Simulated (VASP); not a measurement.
Write the native input for VASP 6.6.1 that does the following.

- Task: single point
- Functional: PBEsol
- Potentials or basis: VASP PAW PBE potentials, release 64 (Ga_d, Sb)
- Cutoff: 520 eV
- k mesh: 10 × 10 × 10
- Occupations: gaussian, width 0.15 eV
- Spin: no spin polarisation
- Dipole correction: no
- Further INCAR settings: ALGO = Normal; EDIFF = 1e-06; NBANDS = 22

The structure of GaSb3 lies in POSCAR:

```
GaSb3
1.0
    0.0000000000      3.4531391747      3.7414762958
    3.4531391747      0.0000000000      3.7414762958
    3.4531391747      3.4531391747      0.0000000000
Ga Sb
1 3
Direct
    0.0000000000      0.0000000000      0.0000000000
    0.2500000000      0.2500000000      0.2500000000
    0.7500000000      0.7500000000      0.7500000000
    0.5000000000      0.5000000000      0.5000000000
```

This cell differs from its parent crystal: volume 22.307 Å^3 an atom, c/a of the conventional cell 1.0835.

These files were run (other wordings do the same):

INCAR

```
  ALGO = Normal
  EDIFF = 1E-6
  ENCUT = 520
  GGA = PS
  ISIF = 2
  ISMEAR = 0
  LASPH = True
  LCHARG = False
  LREAL = False
  LWAVE = False
  NBANDS = 22
  NELM = 60
  PREC = Accurate
  SIGMA = 0.15
```

KPOINTS

```
k-points
0
Gamma
  10 10 10
```

Potentials or basis: VASP PAW PBE potentials, release 64 (Ga_d, Sb).

Run with:

```console
$ cat potpaw_PBE.64/Ga_d/POTCAR potpaw_PBE.64/Sb/POTCAR > POTCAR
$ mpirun -np 1 vasp_std > vasp.out
```

It gave:

```json
{"Pressure": "7.0 GPa", "Band gap on the k mesh": "zero (band 14 reaches 11.47 eV, above the bottom of band 15 at 6.57 eV)"}
```

Caveat: the PAW data sets were made with another functional, which shifts forces and pressure a little; spin-orbit coupling is left out, which moves the levels of the heavy elements.

Wall time 84 s on 1 thread of Intel(R) Xeon(R) 6975P-C (Granite Rapids), on a shared host, peak memory 0.35 GiB.
